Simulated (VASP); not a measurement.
# W (Fmmm) in VASP: further runs

Runs on W. Level: PBE. Tasks: single point.

Everything below comes from runs of VASP 6.6.1. Logs are shortened: lines on timing, memory, paths and dates and some standing lists are left out, and cuts for length are marked.

## 1. The cell of the first run

It takes space group Fmmm (No. 69, orthorhombic). Conventional cell: a = 3.195 Å, b = 4.382 Å, c = 4.653 Å, α = 90.00°, β = 90.00°, γ = 90.00°. Within 3.6 Å of W (site symmetry mmm) lie 14 W at 2.71 to 3.20 Å.

## 2. Single point, PBE (strain -0.0600 x Voigt [0, 0, 0, 0, 1, 0])

INCAR reads:

```
PREC = Accurate
ENCUT = 520
EDIFF = 1E-6
ISMEAR = 0
SIGMA = 0.15
LREAL = F
LASPH = T
NELM = 60
ALGO = Fast
ISIF = 2
LWAVE = F
LCHARG = F
GGA = PE
NBANDS = 13
```

KPOINTS reads:

```
Automatic mesh
0
Gamma
  20 20 20
```

POSCAR reads:

```
W
1.0
   -1.6452190000      1.5973000000      1.6452190000
    1.5493810000     -1.5973000000      1.5493810000
    1.6452190000      1.5973000000     -1.6452190000
W
1
Direct
    0.0000000000      0.0000000000      0.0000000000
```

Potentials or basis: VASP PAW PBE potentials, release 64 (W_sv).

On the command line:

```sh
$ cat potpaw_PBE.64/W_sv/POTCAR > POTCAR
$ mpirun -np 1 vasp_std > vasp.out
```

OUTCAR:

```text
PREC = Accurate
   ENCUT = 520
   EDIFF = 1E-6
   ISMEAR = 0
   LREAL = F
   LASPH = T
   NELM = 60
   ISIF = 2
   GGA = PE

 ion  position               nearest neighbor table
   1  0.000  0.000  0.000-

  LATTYP: Found a face centered orthorhombic cell.
 ALAT       =     3.1946000000
 B/A-ratio  =     1.3717871555
 C/A-ratio  =     1.4566399692

  Lattice vectors:

 A1 = (   3.1946000000,   0.0000000000,  -0.0958380000)
 A2 = (   1.6452190000,   1.5973000000,  -1.6452190000)
 A3 = (   1.5493810000,   1.5973000000,   1.5493810000)

Analysis of symmetry for initial positions (statically):
=====================================================================
 Subroutine PRICEL returns:
 Original cell was already a primitive cell.

 Routine SETGRP: Setting up the symmetry group for a
 face centered orthorhombic supercell.

 Subroutine GETGRP returns: Found  8 space group operations
 (whereof  8 operations were pure point group operations)
 out of a pool of  8 trial point group operations.

The static configuration has the point symmetry D_2h.

Analysis of symmetry for dynamics (positions and initial velocities):
=====================================================================
 Subroutine PRICEL returns:
 Original cell was already a primitive cell.

 Routine SETGRP: Setting up the symmetry group for a
 face centered orthorhombic supercell.

 Subroutine GETGRP returns: Found  8 space group operations
 (whereof  8 operations were pure point group operations)
 out of a pool of  8 trial point group operations.

The dynamic configuration has the point symmetry D_2h.

 Subroutine INISYM returns: Found  8 space group operations
 (whereof  8 operations are pure point group operations),
 and found     1 'primitive' translations

----------------------------------------------------------------------------------------

                                     Primitive cell

  volume of cell :      16.2865

  direct lattice vectors                    reciprocal lattice vectors
    -1.645219000  1.597300000  1.645219000     0.009399306  0.313028235  0.313310214
     1.549381000 -1.597300000  1.549381000     0.322709521  0.000000000  0.322709521
     1.645219000  1.597300000 -1.645219000     0.313310214  0.313028235  0.009399306

  length of vectors
     2.822208073  2.711554952  2.822208073     0.442987938  0.456380181  0.442987938

  position of ions in fractional coordinates (direct lattice)
     0.000000000  0.000000000  0.000000000

  ion indices of the primitive-cell ions
   primitive index   ion index
                 1           1

----------------------------------------------------------------------------------------

 KPOINTS: Automatic mesh

Automatic generation of k-mesh.
 Grid dimensions read from file:
 generate k-points for:   20   20   20

 Generating k-lattice:

  Cartesian coordinates                     Fractional coordinates (reciprocal lattice)
     0.000469965  0.015651412  0.015665511     0.050000000  0.000000000 -0.000000000
     0.016135476  0.000000000  0.016135476     0.000000000  0.050000000  0.000000000
     0.015665511  0.015651412  0.000469965    -0.000000000  0.000000000  0.050000000

  Length of vectors
     0.022149397  0.022819009  0.022149397

  Shift w.r.t. Gamma in fractional coordinates (k-lattice)
     0.000000000  0.000000000  0.000000000

 Subroutine IBZKPT returns following result:
 ===========================================

 Found   1166 irreducible k-points:

 Following reciprocal coordinates:
            Coordinates               Weight
  0.000000  0.000000  0.000000      1.000000
  0.050000 -0.000000  0.000000      8.000000
  0.100000  0.000000  0.000000      8.000000
  0.150000  0.000000  0.000000      8.000000
  0.200000  0.000000  0.000000      8.000000
  0.250000 -0.000000  0.000000      8.000000
[... 16 lines left out ...]
 -0.450000  0.050000 -0.000000      8.000000
 -0.400000  0.050000  0.000000      8.000000
 [... further k-points ...]
   k-points           NKPTS =   1166   k-points in BZ     NKDIM =   1166   number of bands    NBANDS=     13
   number of dos      NEDOS =    301   number of ions     NIONS =      1
   total plane-waves  NPLWV =  11520
   dimension x,y,z NGX =    24 NGY =   20 NGZ =   24
   dimension x,y,z NGXF=    48 NGYF=   40 NGZF=   48
   ions per type =               1
   NGX,Y,Z   is equivalent  to a cutoff of  14.14, 12.26, 14.14 a.u.
   NGXF,Y,Z  is equivalent  to a cutoff of  28.28, 24.52, 28.28 a.u.
 SYSTEM =  unknown system
   PREC   = accura    normal or accurate (medium, high low for compatibility)
   ISTART =      0    job   : 0-new  1-cont  2-samecut
   ICHARG =      2    charge: 1-file 2-atom 10-const
   ISPIN  =      1    spin polarized calculation?
   LNONCOLLINEAR =      F non collinear calculations
   LSORBIT =      F    spin-orbit coupling
   LASPH  =      T    aspherical Exc in radial PAW
   ENCUT  =  520.0 eV  38.22 Ry    6.18 a.u.   5.25  5.04  5.25*2*pi/ulx,y,z
   NELM   =     60;   NELMIN=  2; NELMDL= -5     # of ELM steps
   EDIFF  = 0.1E-05   stopping-criterion for ELM
   LREAL  =      F    real-space projection
   EDIFFG = 0.1E-04   stopping-criterion for IOM
   NSW    =      0    number of steps for IOM
   IBRION =     -1    ionic relax: 0-MD 1-quasi-New 2-CG
   NFREE  =      0    steps in history (QN), initial steepest desc. (CG)
   ISIF   =      2    stress and relaxation
   ISYM   =      2    0-nonsym 1-usesym 2-fastsym
   POTIM  = 0.5000    time-step for ionic-motion
   TEBEG  =    0.0;   TEEND  =   0.0 temperature during run
   PSTRESS=    0.0 pullay stress
   NELECT =      14.0000    total number of electrons
   NUPDOWN=      -1.0000    fix difference up-down
   EMIN   =  10.00;   EMAX   =-10.00  energy-range for DOS
   EFERMI =   0.00;   METHOD = LEGACY
   ISMEAR =     0;   SIGMA  =   0.15  broadening in eV -4-tet -1-fermi 0-gaus
   EFERMI_NEDOS =   21; number of points for ismear=-14 and -15
   IALGO  =     68    algorithm
   IMIX   =      4    mixing-type and parameters
     AMIX     =   0.40;   BMIX     =  1.00
     AMIX_MAG =   1.60;   BMIX_MAG =  1.00
  volume/ion in A,a.u.               =      16.29       109.91
  Fermi-wavevector in a.u.,A,eV,Ry     =   1.556592  2.941532 32.966612  2.422978
  Thomas-Fermi vector in A             =   2.660365
   LORBIT       =      0    0 simple, 1 ext, 2 COOP (PROOUT), +10 PAW based schemes
   GGA     = PE    functional components
   LHFCALC =     F    Hartree Fock is set to
   AEXX    =    0.0000 exact exchange contribution
   IVDW    =     0    specifies the selected vdW correction
   LEPSILON=     F    determine dielectric tensor
   LRPA    =     F    only Hartree local field effects (RPA)
 non-spin polarized calculation
 RMM-DIIS sequential band-by-band and
 Gauss-broadening in eV      SIGMA  =   0.15
  energy-cutoff  :      520.00
  volume of cell :       16.29
 maximum number of plane-waves:       452
 NGX is ok and might be reduce to    24
   NGX = 11   NGY = 11   NGZ = 11

 number of electron      14.0000002 magnetization

 Free energy of the ion-electron system (eV)
  ---------------------------------------------------
  ext. energy  EPLUGINS =         0.00000000
  ---------------------------------------------------
  free energy    TOTEN  =       -12.93309779 eV

  energy without entropy =      -12.92904591  energy(sigma->0) =      -12.93107185

 E-fermi :  11.0901     XC(G=0): -13.4857

 val. band max:       11.0858717298   @ k =  -0.1500   0.2000   0.1000
 cond. band min:      11.0903954756   @ k =   0.1000   0.0000   0.1000
 fundamental gap:      0.0045237458
 Fermi energy:        11.0900983833

 k-point     1 :       0.0000    0.0000    0.0000
  band No.  band energies     occupation
      1     -63.1665      2.00000
      2     -26.8555      2.00000
      3     -26.7550      2.00000
      4     -26.6740      2.00000
      5       1.5732      2.00000
      6       9.3541      2.00000
      7       9.7606      2.00000
      8      10.3837      2.00000
      9      13.2721      0.00000
     10      13.3932      0.00000
     11      24.9754      0.00000
     12      25.5336      0.00000
     13      26.0717      0.00000

 k-point     2 :       0.0500   -0.0000    0.0000
  band No.  band energies     occupation
      1     -63.1636      2.00000
      2     -26.8667      2.00000
      3     -26.7720      2.00000
      4     -26.6871      2.00000
      5       1.6911      2.00000
      6       9.3630      2.00000
      7       9.7847      2.00000
      8      10.3789      2.00000
      9      13.1719      0.00000
     10      13.3725      0.00000
     11      25.1659      0.00000
     12      25.7354      0.00000
     13      26.2692      0.00000

 k-point     3 :       0.1000    0.0000    0.0000
  band No.  band energies     occupation
      1     -63.1550      2.00000
      2     -26.9136      2.00000
      3     -26.8230      2.00000
      4     -26.7085      2.00000
      5       2.0344      2.00000
      6       9.3143      2.00000
      7       9.8142      2.00000
      8      10.4736      2.00000
      9      12.9152      0.00000
     10      13.3566      0.00000
     11      25.5883      0.00000
     12      26.3383      0.00000
     13      26.8482      0.00000
[... 305 lines left out ...]
 k-point    23 :      -0.4500    0.0500   -0.0000
  band No.  band energies     occupation
      1     -63.0514      2.00000
      2     -27.8779      2.00000
      3     -27.1487      2.00000
      4     -26.7667      2.00000
      5       5.0581      2.00000
      6       7.7259      2.00000
      7      10.7779      1.99675
      8      13.1598      0.00000
      9      14.0574      0.00000
     10      16.2915      0.00000
     11      22.3466      0.00000
     12      23.0388      0.00000
     13      28.4609      0.00000

 k-point    24 :      -0.4000    0.0500    0.0000
  band No.  band energies     occupation
      1     -63.0630      2.00000
      2     -27.7700      2.00000
      3     -27.1162      2.00000
      4     -26.7666      2.00000
      5       5.0110      2.00000
      6       7.8902      2.00000
      7      10.0272      2.00000
      8      13.0632      0.00000
      9      13.8994      0.00000
     10      15.3321      0.00000
     11      23.4160      0.00000
     12      23.7842      0.00000
     13      29.7522      0.00000

 [... further k-points ...]

------------------------ aborting loop because EDIFF is reached ----------------------------------------

  FORCE on cell =-STRESS in cart. coord.  units (eV):
  Direction    XX          YY          ZZ          XY          YZ          ZX
  --------------------------------------------------------------------------------------
  -------------------------------------------------------------------------------------
  Total       -0.1912657     -0.1471269     -0.1912657     -0.0000000      0.0000000      0.8789893
  in kB      -18.8156468    -14.4735244    -18.8156468     -0.0000000      0.0000000     86.4700567
  external PRESSURE =     -17.3682727 kB  Pullay stress =       0.0000000 kB

 VOLUME and BASIS-vectors are now :
 -----------------------------------------------------------------------------
  energy-cutoff  :      520.00
  volume of cell :       16.29
      direct lattice vectors                 reciprocal lattice vectors
    -1.645219000  1.597300000  1.645219000     0.009399306  0.313028235  0.313310214
     1.549381000 -1.597300000  1.549381000     0.322709521  0.000000000  0.322709521
     1.645219000  1.597300000 -1.645219000     0.313310214  0.313028235  0.009399306

 POSITION                                       TOTAL-FORCE (eV/Angst)
 -----------------------------------------------------------------------------------
      0.00000      0.00000      0.00000        -0.000000     -0.000000      0.000000
 -----------------------------------------------------------------------------------
    total drift:                               -0.000000      0.000000      0.000000

  FREE ENERGIE OF THE ION-ELECTRON SYSTEM (eV)
  ---------------------------------------------------
  free  energy   TOTEN  =       -12.9330977888 eV

  energy  without entropy=      -12.9290459105  energy(sigma->0) =      -12.93107185
```

Wall time 2.8 min (1 thread of AMD EPYC 7R13 (Zen 3), shared host); peak memory 0.3 GiB.

What came out:

| Property | Result |
| --- | --- |
| Free energy | -12.9331 eV |
| Pressure | -1.7 GPa |
| Band gap on the k mesh | zero (band 7 reaches 15.41 eV, above the bottom of band 8 at 10.06 eV) |

Caveat: the cell differs from its parent crystal (strain -0.0600 x Voigt [0, 0, 0, 0, 1, 0]); spin-orbit coupling is left out, which moves the levels of the heavy elements.

## 3. Single point, PBE (strain +0.0450 x Voigt [0, 0, 0, 0, 1, 0])

INCAR reads:

```
SYSTEM = W
PREC = Accurate
ENCUT = 520
EDIFF = 1E-6
ISMEAR = 0
SIGMA = 0.15
LREAL = .False.
LASPH = .True.
NELM = 60
ALGO = Fast
ISIF = 2
LWAVE = .False.
LCHARG = .True.
GGA = PE
LELF = .True.
LVHAR = .True.
NBANDS = 13
```

KPOINTS reads:

```
Automatic mesh
0
Gamma
  20 20 20
  0 0 0
```

POSCAR reads:

```
W
1.0
   -1.5613607500      1.5973000000      1.5613607500
    1.6332392500     -1.5973000000      1.6332392500
    1.5613607500      1.5973000000     -1.5613607500
W
1
Direct
    0.0000000000      0.0000000000      0.0000000000
```

Potentials or basis: VASP PAW PBE potentials, release 64 (W_sv).

On the command line:

```sh
$ cat potpaw_PBE.64/W_sv/POTCAR > POTCAR
$ mpirun -np 1 vasp_std > vasp.out
```

Run time: 3.2 min. Hardware: 1 thread of AMD EPYC 7R13 (Zen 3), shared host; peak memory 0.29 GiB.

It converged, with:

```
Free energy            : -12.9446 eV
Pressure               : -2.1 GPa
Band gap on the k mesh : zero (band 7 reaches 15.54 eV, above the bottom of band 8 at 9.96 eV)
```

Stress tensor (GPa, compression positive):
```
-2.21  0.00 -6.48
 0.00 -1.98  0.00
-6.48  0.00 -2.21
```

Levels at points of the mesh, in eV from the Fermi level:
| k point | band 5 | band 6 | band 7 | band 8 | band 9 | band 10 |
| --- | --- | --- | --- | --- | --- | --- |
| (0.00, 0.00, 0.00) | -9.52 | -1.61 | -1.28 | -0.83 | 2.17 | 2.24 |
| (0.50, 0.00, 0.00) | -6.13 | -3.49 | 0.56 | 2.06 | 2.98 | 5.82 |
| (0.00, 0.50, 0.00) | -6.19 | -3.60 | 0.20 | 2.35 | 3.33 | 5.59 |
| (0.50, 0.00, 0.50) | -6.10 | -3.37 | 0.93 | 1.77 | 2.62 | 6.19 |
| (0.50, 0.50, 0.50) | -5.67 | -5.64 | 4.45 | 4.90 | 5.43 | 7.76 |

Caveat: the cell differs from its parent crystal (strain +0.0450 x Voigt [0, 0, 0, 0, 1, 0]); spin-orbit coupling is left out, which moves the levels of the heavy elements.

## 4. Single point, PBE (strain -0.0300 x Voigt [0, 0, 0, 0, 1, 0])

INCAR reads:

```
SYSTEM = W
PREC = Accurate
ENCUT = 520
EDIFF = 1E-6
ISMEAR = 0
SIGMA = 0.15
LREAL = .FALSE.
LASPH = .TRUE.
NELM = 60
ALGO = Fast
ISIF = 2
LWAVE = .FALSE.
LCHARG = .FALSE.
GGA = PE
NBANDS = 13
```

KPOINTS reads:

```
regular mesh
0
G
  20 20 20
  0 0 0
```

POSCAR reads:

```
W
1.0
   -1.6212595000      1.5973000000      1.6212595000
    1.5733405000     -1.5973000000      1.5733405000
    1.6212595000      1.5973000000     -1.6212595000
W
1
Direct
    0.0000000000      0.0000000000      0.0000000000
```

On the command line:

```sh
$ cat potpaw_PBE.64/W_sv/POTCAR > POTCAR
$ mpirun -np 1 vasp_std > vasp.out
```

Wall time 3.8 min (1 thread of AMD EPYC 7R13 (Zen 3), shared host); peak memory 0.3 GiB.

Results (log left out):

```yaml
Free_energy: -12.9528 eV
Pressure: -2.4 GPa
Band_gap_on_the_k_mesh: zero (band 7 reaches 15.69 eV, above the bottom of band 8 at 10.04 eV)
```

Stress tensor (GPa, compression positive):
```
-2.47  0.00  4.34
 0.00 -2.36  0.00
 4.34  0.00 -2.47
```

Levels at points of the mesh, in eV from the Fermi level:
```csv
k point,band 4,band 5,band 6,band 7,band 8,band 9,band 10,band 11
"(0.00, 0.00, 0.00)",-37.82,-9.52,-1.48,-1.25,-0.97,2.16,2.19,14.15
"(0.50, 0.00, 0.00)",-37.86,-6.13,-3.48,0.55,2.04,2.98,5.84,10.62
"(0.00, 0.50, 0.00)",-37.90,-6.11,-3.40,0.80,1.85,2.74,6.07,11.00
"(0.50, 0.00, 0.50)",-37.83,-6.17,-3.56,0.31,2.24,3.21,5.67,10.20
"(0.50, 0.50, 0.50)",-38.64,-5.66,-5.65,4.60,4.91,5.25,7.83,7.99
```

Caveat: the cell differs from its parent crystal (strain -0.0300 x Voigt [0, 0, 0, 0, 1, 0]); spin-orbit coupling is left out, which moves the levels of the heavy elements.

## 5. The runs side by side

| cell | gap on the mesh (eV) | pressure (GPa) |
| --- | --- | --- |
| a = 2.822, b = 2.712 Å, angles 109.5, 111.1, 109.5°, 1 atom | none | -1.7 |
| a = 2.725, b = 2.808 Å, angles 109.5, 108.2, 109.5°, 1 atom | none | -2.1 |
| a = 2.794, b = 2.739 Å, angles 109.5, 110.3, 109.5°, 1 atom | none | -2.4 |

Alike in all rows: task single point; level PBE; potentials or basis VASP PAW PBE potentials, release 64 (W_sv); no spin polarisation; k mesh 20 × 20 × 20; cutoff (eV) 520; smearing gaussian 0.15 eV.

Caveats: spin-orbit coupling is left out, which moves the levels of the heavy elements.

Total energies depend on the potentials used, so only differences within one code and one set of settings carry meaning.
